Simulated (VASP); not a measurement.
# Ta2N (P-3m1) in VASP: further runs

Runs on Ta2N. Level: PBEsol. Tasks: single point.

All numbers are computed with VASP 6.6.1; they aren't measurements. Logs are shortened: lines on timing, memory, paths and dates and some standing lists are left out, and cuts for length are marked.

**1. The cell of the first run**

It takes space group P-3m1 (No. 164, trigonal). The conventional cell has a = 3.233 Å, b = 3.233 Å, c = 5.064 Å, α = 90.00°, β = 90.00°, γ = 120.00°. Ta (site symmetry 3m) has 3 N at 2.27 Å and 12 Ta at 3.12 to 3.23 Å within 3.3 Å. Within 3.0 Å of N (site symmetry -3m) lie 6 Ta at 2.27 Å.

**2. Single point, PBEsol (strain +0.050 along x and y, +0.050 along z)**

The input, INCAR:

```
SYSTEM = Ta2N
PREC     = Accurate       ! precision mode
ENCUT    = 520            ! plane-wave cutoff, eV
EDIFF    = 1E-7           ! SCF threshold, eV
ISMEAR   = 0              ! smearing method
SIGMA    = 0.15           ! smearing width, eV
LREAL    = .FALSE.        ! projectors in reciprocal space
LASPH    = .TRUE.         ! aspherical terms in the spheres
NELM     = 80             ! most SCF steps
ALGO     = Normal         ! electronic algorithm
ISIF     = 2              ! what is computed and relaxed
LWAVE    = .FALSE.        ! write WAVECAR
LCHARG   = .FALSE.        ! write CHGCAR
GGA      = PS             ! functional
NBANDS   = 20             ! bands
```

The input, KPOINTS:

```
Automatic mesh
0
G
  18 18 10
  0 0 0
```

The input, POSCAR:

```
Ta2N
1.0
    3.2325461563      0.0000000000      0.0000000000
   -1.6162730782      2.7994670902      0.0000000000
    0.0000000000      0.0000000000      5.0644200369
Ta N
2 1
Direct
    0.6666666667      0.3333333333      0.7462554481
    0.3333333333      0.6666666667      0.2537445519
    0.0000000000      0.0000000000      0.0000000000
```

Potentials or basis: VASP PAW PBE potentials, release 64 (Ta_pv, N).

Run with:

```console
> cat potpaw_PBE.64/Ta_pv/POTCAR potpaw_PBE.64/N/POTCAR > POTCAR
> mpirun -np 1 vasp_std > vasp.out
```

OUTCAR:

```text
SYSTEM = Ta2N
   PREC = Accurate
   ENCUT = 520
   EDIFF = 1E-7
   ISMEAR = 0
   LREAL = .FALSE.
   LASPH = .TRUE.
   NELM = 80
   ISIF = 2
   GGA = PS

 ion  position               nearest neighbor table
   1  0.667  0.333  0.746-   3 2.27   3 2.27   3 2.27   2 3.12   2 3.12   2 3.12   2 3.18   2 3.18
                             2 3.18
   2  0.333  0.667  0.254-   3 2.27   3 2.27   3 2.27   1 3.12   1 3.12   1 3.12   1 3.18   1 3.18
                             1 3.18
   3  0.000  0.000  0.000-   1 2.27   2 2.27   2 2.27   1 2.27   1 2.27   2 2.27

  LATTYP: Found a hexagonal cell.
 ALAT       =     3.2325461563
 C/A-ratio  =     1.5666968984

  Lattice vectors:

 A1 = (   3.2325461563,   0.0000000000,   0.0000000000)
 A2 = (  -1.6162730782,   2.7994670902,   0.0000000000)
 A3 = (   0.0000000000,   0.0000000000,   5.0644200369)

Analysis of symmetry for initial positions (statically):
=====================================================================
 Subroutine PRICEL returns:
 Original cell was already a primitive cell.

 Routine SETGRP: Setting up the symmetry group for a
 hexagonal supercell.

 Subroutine GETGRP returns: Found 12 space group operations
 (whereof 12 operations were pure point group operations)
 out of a pool of 24 trial point group operations.

The static configuration has the point symmetry D_3d.

Analysis of symmetry for dynamics (positions and initial velocities):
=====================================================================
 Subroutine PRICEL returns:
 Original cell was already a primitive cell.

 Routine SETGRP: Setting up the symmetry group for a
 hexagonal supercell.

 Subroutine GETGRP returns: Found 12 space group operations
 (whereof 12 operations were pure point group operations)
 out of a pool of 24 trial point group operations.

The dynamic configuration has the point symmetry D_3d.

 Subroutine INISYM returns: Found 12 space group operations
 (whereof 12 operations are pure point group operations),
 and found     1 'primitive' translations

----------------------------------------------------------------------------------------

                                     Primitive cell

  volume of cell :      45.8300

  direct lattice vectors                    reciprocal lattice vectors
     3.232546156  0.000000000  0.000000000     0.309353665  0.178605422  0.000000000
    -1.616273078  2.799467090  0.000000000     0.000000000  0.357210843  0.000000000
     0.000000000  0.000000000  5.064420037     0.000000000  0.000000000  0.197455976

  length of vectors
     3.232546156  3.232546156  5.064420037     0.357210843  0.357210843  0.197455976

  position of ions in fractional coordinates (direct lattice)
     0.666666667  0.333333333  0.746255448
     0.333333333  0.666666667  0.253744552
     0.000000000  0.000000000  0.000000000

  ion indices of the primitive-cell ions
   primitive index   ion index
                 1           1
                 2           2
                 3           3

----------------------------------------------------------------------------------------

 KPOINTS: Automatic mesh

Automatic generation of k-mesh.
 Grid dimensions read from file:
 generate k-points for:   18   18   10

 Generating k-lattice:

  Cartesian coordinates                     Fractional coordinates (reciprocal lattice)
     0.017186315  0.009922523  0.000000000     0.055555556  0.000000000  0.000000000
     0.000000000  0.019845047  0.000000000     0.000000000  0.055555556  0.000000000
     0.000000000  0.000000000  0.019745598     0.000000000  0.000000000  0.100000000

  Length of vectors
     0.019845047  0.019845047  0.019745598

  Shift w.r.t. Gamma in fractional coordinates (k-lattice)
     0.000000000  0.000000000  0.000000000

 Subroutine IBZKPT returns following result:
 ===========================================

 Found    330 irreducible k-points:

 Following reciprocal coordinates:
            Coordinates               Weight
  0.000000  0.000000  0.000000      1.000000
  0.055556 -0.000000  0.000000      6.000000
  0.111111 -0.000000  0.000000      6.000000
  0.166667  0.000000  0.000000      6.000000
  0.222222  0.000000  0.000000      6.000000
  0.277778  0.000000  0.000000      6.000000
[... 16 lines left out ...]
  0.333333  0.111111  0.000000     12.000000
  0.388889  0.111111  0.000000     12.000000
 [... further k-points ...]
   k-points           NKPTS =    330   k-points in BZ     NKDIM =    330   number of bands    NBANDS=     20
   number of dos      NEDOS =    301   number of ions     NIONS =      3
   total plane-waves  NPLWV =  23040
   dimension x,y,z NGX =    24 NGY =   24 NGZ =   40
   dimension x,y,z NGXF=    48 NGYF=   48 NGZF=   80
   ions per type =               2   1
   NGX,Y,Z   is equivalent  to a cutoff of  12.34, 12.34, 13.13 a.u.
   NGXF,Y,Z  is equivalent  to a cutoff of  24.69, 24.69, 26.26 a.u.
 SYSTEM =  Ta2N
   PREC   = accura    normal or accurate (medium, high low for compatibility)
   ISTART =      0    job   : 0-new  1-cont  2-samecut
   ICHARG =      2    charge: 1-file 2-atom 10-const
   ISPIN  =      1    spin polarized calculation?
   LNONCOLLINEAR =      F non collinear calculations
   LSORBIT =      F    spin-orbit coupling
   LASPH  =      T    aspherical Exc in radial PAW
   ENCUT  =  520.0 eV  38.22 Ry    6.18 a.u.   6.01  6.01  9.42*2*pi/ulx,y,z
   NELM   =     80;   NELMIN=  2; NELMDL= -5     # of ELM steps
   EDIFF  = 0.1E-06   stopping-criterion for ELM
   LREAL  =      F    real-space projection
   EDIFFG = 0.1E-05   stopping-criterion for IOM
   NSW    =      0    number of steps for IOM
   IBRION =     -1    ionic relax: 0-MD 1-quasi-New 2-CG
   NFREE  =      0    steps in history (QN), initial steepest desc. (CG)
   ISIF   =      2    stress and relaxation
   ISYM   =      2    0-nonsym 1-usesym 2-fastsym
   POTIM  = 0.5000    time-step for ionic-motion
   TEBEG  =    0.0;   TEEND  =   0.0 temperature during run
   PSTRESS=    0.0 pullay stress
   NELECT =      27.0000    total number of electrons
   NUPDOWN=      -1.0000    fix difference up-down
   EMIN   =  10.00;   EMAX   =-10.00  energy-range for DOS
   EFERMI =   0.00;   METHOD = LEGACY
   ISMEAR =     0;   SIGMA  =   0.15  broadening in eV -4-tet -1-fermi 0-gaus
   EFERMI_NEDOS =   21; number of points for ismear=-14 and -15
   IALGO  =     38    algorithm
   IMIX   =      4    mixing-type and parameters
     AMIX     =   0.40;   BMIX     =  1.00
     AMIX_MAG =   1.60;   BMIX_MAG =  1.00
  volume/ion in A,a.u.               =      15.28       103.09
  Fermi-wavevector in a.u.,A,eV,Ry     =   1.372396  2.593453 25.626180  1.883471
  Thomas-Fermi vector in A             =   2.498007
   LORBIT       =      0    0 simple, 1 ext, 2 COOP (PROOUT), +10 PAW based schemes
   GGA     = PS    functional components
   LHFCALC =     F    Hartree Fock is set to
   AEXX    =    0.0000 exact exchange contribution
   IVDW    =     0    specifies the selected vdW correction
   LEPSILON=     F    determine dielectric tensor
   LRPA    =     F    only Hartree local field effects (RPA)
 non-spin polarized calculation
 Gauss-broadening in eV      SIGMA  =   0.15
  energy-cutoff  :      520.00
  volume of cell :       45.83
 maximum number of plane-waves:      1263
   NGX = 13   NGY = 13   NGZ = 19

 number of electron      27.0000007 magnetization

 Free energy of the ion-electron system (eV)
  ---------------------------------------------------
  ext. energy  EPLUGINS =         0.00000000
  ---------------------------------------------------
  free energy    TOTEN  =       -35.80348932 eV

  energy without entropy =      -35.78735272  energy(sigma->0) =      -35.79542102

 E-fermi :   6.2473     XC(G=0): -12.3812

 val. band max:        6.2466911724   @ k =   0.5000   0.0000   0.4000
 cond. band min:       6.2600371489   @ k =   0.2222   0.0556   0.5000
 fundamental gap:      0.0133459765
 Fermi energy:         6.2472975229

 k-point     1 :       0.0000    0.0000    0.0000
  band No.  band energies     occupation
      1     -29.4020      2.00000
      2     -28.9593      2.00000
      3     -28.9593      2.00000
      4     -28.8730      2.00000
      5     -28.8730      2.00000
      6     -28.7716      2.00000
[... 12 lines left out ...]
     19       7.2747      0.00000
     20      10.4564      0.00000

 k-point     2 :       0.0556   -0.0000    0.0000
  band No.  band energies     occupation
      1     -29.3960      2.00000
      2     -28.9710      2.00000
      3     -28.9636      2.00000
      4     -28.8850      2.00000
      5     -28.8741      2.00000
      6     -28.7740      2.00000
[... 12 lines left out ...]
     19       7.4777      0.00000
     20      10.4300      0.00000

 k-point     3 :       0.1111   -0.0000    0.0000
  band No.  band energies     occupation
      1     -29.3782      2.00000
      2     -29.0050      2.00000
      3     -28.9757      2.00000
      4     -28.9191      2.00000
      5     -28.8775      2.00000
      6     -28.7814      2.00000
[... 12 lines left out ...]
     19       8.0416      0.00000
     20      10.3030      0.00000

 k-point     4 :       0.1667    0.0000    0.0000
  band No.  band energies     occupation
      1     -29.3500      2.00000
      2     -29.0572      2.00000
      3     -28.9936      2.00000
      4     -28.9699      2.00000
      5     -28.8834      2.00000
      6     -28.7939      2.00000
[... 429 lines left out ...]
 k-point    23 :       0.3333    0.1111    0.0000
  band No.  band energies     occupation
      1     -29.3051      2.00000
      2     -29.1978      2.00000
      3     -29.1609      2.00000
      4     -29.0841      2.00000
      5     -28.9463      2.00000
      6     -28.8984      2.00000
[... 12 lines left out ...]
     19      10.0672      0.00000
     20      10.4237      0.00000

 k-point    24 :       0.3889    0.1111    0.0000
  band No.  band energies     occupation
      1     -29.3369      2.00000
      2     -29.2152      2.00000
      3     -29.1269      2.00000
      4     -29.1016      2.00000
      5     -28.9526      2.00000
      6     -28.9243      2.00000
[... 12 lines left out ...]
     19      10.1375      0.00000
     20      10.2504      0.00000

 [... further k-points ...]

------------------------ aborting loop because EDIFF is reached ----------------------------------------

  FORCE on cell =-STRESS in cart. coord.  units (eV):
  Direction    XX          YY          ZZ          XY          YZ          ZX
  --------------------------------------------------------------------------------------
  -------------------------------------------------------------------------------------
  Total       -9.0816700     -9.0816700     -9.2414393      0.0000000      0.0000000     -0.0000000
  in kB     -317.4873909   -317.4873909   -323.0727866      0.0000000      0.0000000     -0.0000000
  external PRESSURE =    -319.3491895 kB  Pullay stress =       0.0000000 kB

 VOLUME and BASIS-vectors are now :
 -----------------------------------------------------------------------------
  energy-cutoff  :      520.00
  volume of cell :       45.83
      direct lattice vectors                 reciprocal lattice vectors
     3.232546156  0.000000000  0.000000000     0.309353665  0.178605422  0.000000000
    -1.616273078  2.799467090  0.000000000     0.000000000  0.357210843  0.000000000
     0.000000000  0.000000000  5.064420037     0.000000000  0.000000000  0.197455976

 POSITION                                       TOTAL-FORCE (eV/Angst)
 -----------------------------------------------------------------------------------
      1.61627      0.93316      3.77935         0.000000      0.000000      0.702961
     -0.00000      1.86631      1.28507        -0.000000      0.000000     -0.702961
      0.00000      0.00000      0.00000        -0.000000      0.000000      0.000000
 -----------------------------------------------------------------------------------
    total drift:                                0.000000     -0.000000      0.000000

  FREE ENERGIE OF THE ION-ELECTRON SYSTEM (eV)
  ---------------------------------------------------
  free  energy   TOTEN  =       -35.8034893173 eV

  energy  without entropy=      -35.7873527211  energy(sigma->0) =      -35.79542102
```

It took 4.1 min on 1 thread of Intel Xeon 8259CL, shared host; peak memory 0.35 GiB.

What came out:

```yaml
Free_energy: -35.8035 eV
Pressure: -31.9 GPa
Largest_force: 0.703 eV/Å
Band_gap_on_the_k_mesh: zero (an odd number of electrons rules out a gap without spin polarisation)
```

Forces on the atoms (eV/Å):
```
Ta   0.000  0.000  0.703
Ta   0.000  0.000 -0.703
N    0.000  0.000  0.000
```

Levels at points of the mesh, in eV from the Fermi level:
```
           k point  band 11  band 12  band 13  band 14  band 15  band 16
(0.00, 0.00, 0.00)    -4.91    -0.57    -0.21    -0.21     0.23     0.23
(0.50, 0.00, 0.00)    -3.94    -2.40    -1.37     1.51     1.62     3.11
(0.00, 0.00, 0.50)    -2.56    -2.54    -0.96    -0.96     1.29     1.56
(0.50, 0.00, 0.50)    -2.95    -2.03    -2.02    -0.17     0.64     2.75
```

Caveat: the cell differs from its parent crystal (strain +0.050 along x and y, +0.050 along z); the cell stands under tension; the PAW data sets were made with another functional, which shifts forces and pressure a little; spin-orbit coupling is left out, which moves the levels of the heavy elements.

**3. Single point, PBEsol (strain -0.050 along x and y, -0.050 along z)**

The input, INCAR:

```
PREC = Accurate
ENCUT = 520
EDIFF = 1E-7
ISMEAR = 0
SIGMA = 0.15
LREAL = False
LASPH = True
NELM = 100
ALGO = Normal
ISIF = 2
LWAVE = False
LCHARG = False
GGA = PS
NBANDS = 20
```

The input, KPOINTS:

```
regular mesh
0
Gamma
  18 18 10
```

The input, POSCAR:

```
Ta2N
1.0
    2.9246846176      0.0000000000      0.0000000000
   -1.4623423088      2.5328511769      0.0000000000
    0.0000000000      0.0000000000      4.5820943191
Ta N
2 1
Direct
    0.6666666667      0.3333333333      0.7462554481
    0.3333333333      0.6666666667      0.2537445519
    0.0000000000      0.0000000000      0.0000000000
```

Potentials or basis: VASP PAW PBE potentials, release 64 (Ta_pv, N).

Run with:

```console
> cat potpaw_PBE.64/Ta_pv/POTCAR potpaw_PBE.64/N/POTCAR > POTCAR
> mpirun -np 1 vasp_std > vasp.out
```

It took 4.8 min on 1 thread of Intel Xeon 8259CL, shared host; peak memory 0.32 GiB.

The run converged. Its results:

* Free energy: -35.4671 eV
* Pressure: 66.1 GPa
* Largest force: 1.428 eV/Å
* Band gap on the k mesh: zero (an odd number of electrons rules out a gap without spin polarisation)

Forces in eV/Å, atoms in the order of the input:
```
Ta   0.000  0.000 -1.428
Ta   0.000  0.000  1.428
N    0.000  0.000  0.000
```

Stress tensor (GPa, compression positive):
```
66.05  0.00  0.00
 0.00 66.05  0.00
 0.00  0.00 66.15
```

Levels at points of the mesh, in eV from the Fermi level:
```csv
k point,band 10,band 11,band 12,band 13,band 14,band 15,band 16,band 17
"(0.00, 0.00, 0.00)",-7.09,-4.66,-0.88,-0.32,-0.32,0.35,0.35,0.41
"(0.50, 0.00, 0.00)",-7.32,-5.62,-2.72,-1.11,2.31,2.52,4.82,5.18
"(0.00, 0.00, 0.50)",-7.33,-3.30,-2.61,-1.43,-1.43,2.25,2.92,2.92
"(0.50, 0.00, 0.50)",-6.95,-4.01,-2.05,-1.95,-0.21,0.99,4.27,4.50
```

Caveat: the cell differs from its parent crystal (strain -0.050 along x and y, -0.050 along z); the cell stands under pressure; the PAW data sets were made with another functional, which shifts forces and pressure a little; spin-orbit coupling is left out, which moves the levels of the heavy elements.

**4. Single point, PBEsol (strain -0.050 along x and y, -0.025 along z)**

The input, INCAR:

```
SYSTEM = Ta2N
PREC     = Accurate       ! precision mode
ENCUT    = 520            ! plane-wave cutoff, eV
EDIFF    = 1E-6           ! SCF threshold, eV
ISMEAR   = 0              ! smearing method
SIGMA    = 0.15           ! smearing width, eV
LREAL    = .FALSE.        ! projectors in reciprocal space
LASPH    = .TRUE.         ! aspherical terms in the spheres
NELM     = 100            ! most SCF steps
ALGO     = Normal         ! electronic algorithm
ISIF     = 2              ! what is computed and relaxed
LWAVE    = .FALSE.        ! write WAVECAR
LCHARG   = .FALSE.        ! write CHGCAR
GGA      = PS             ! functional
NBANDS   = 20             ! bands
```

The input, KPOINTS:

```
regular mesh
0
G
  18 18 10
  0 0 0
```

Changes to POSCAR since step 3:

```diff
@@ -4,3 +4,3 @@
    -1.4623423088      2.5328511769      0.0000000000
-    0.0000000000      0.0000000000      4.5820943191
+    0.0000000000      0.0000000000      4.7026757486
 Ta N
```

Run with:

```console
> cat potpaw_PBE.64/Ta_pv/POTCAR potpaw_PBE.64/N/POTCAR > POTCAR
> mpirun -np 1 vasp_std > vasp.out
```

Run time: 4.1 min. Hardware: 1 thread of Intel Xeon 8259CL, shared host; peak memory 0.32 GiB.

Results (log left out):

* Free energy: -35.7831 eV
* Pressure: 52.2 GPa
* Largest force: 1.419 eV/Å
* Band gap on the k mesh: zero (an odd number of electrons rules out a gap without spin polarisation)

Forces in eV/Å, atoms in the order of the input:
```
Ta   0.000  0.000 -1.419
Ta   0.000  0.000  1.419
N    0.000  0.000  0.000
```

Stress tensor (GPa, compression positive):
```
54.59  0.00  0.00
 0.00 54.59  0.00
 0.00  0.00 47.38
```

Levels at points of the mesh, in eV from the Fermi level:
```csv
k point,band 10,band 11,band 12,band 13,band 14,band 15,band 16,band 17
"(0.00, 0.00, 0.00)",-6.81,-4.79,-1.12,-0.30,-0.30,0.37,0.56,0.56
"(0.50, 0.00, 0.00)",-7.14,-5.46,-2.64,-1.10,1.84,2.68,4.81,4.96
"(0.00, 0.00, 0.50)",-7.02,-3.42,-2.77,-1.25,-1.25,2.04,2.80,2.80
"(0.50, 0.00, 0.50)",-6.78,-4.02,-2.04,-1.97,-0.33,1.07,4.38,4.59
```

Caveat: the cell differs from its parent crystal (strain -0.050 along x and y, -0.025 along z); the stress differs along the axes, from 47 to 55 GPa; the PAW data sets were made with another functional, which shifts forces and pressure a little; spin-orbit coupling is left out, which moves the levels of the heavy elements.

(Part 1 of 2 ends here.)
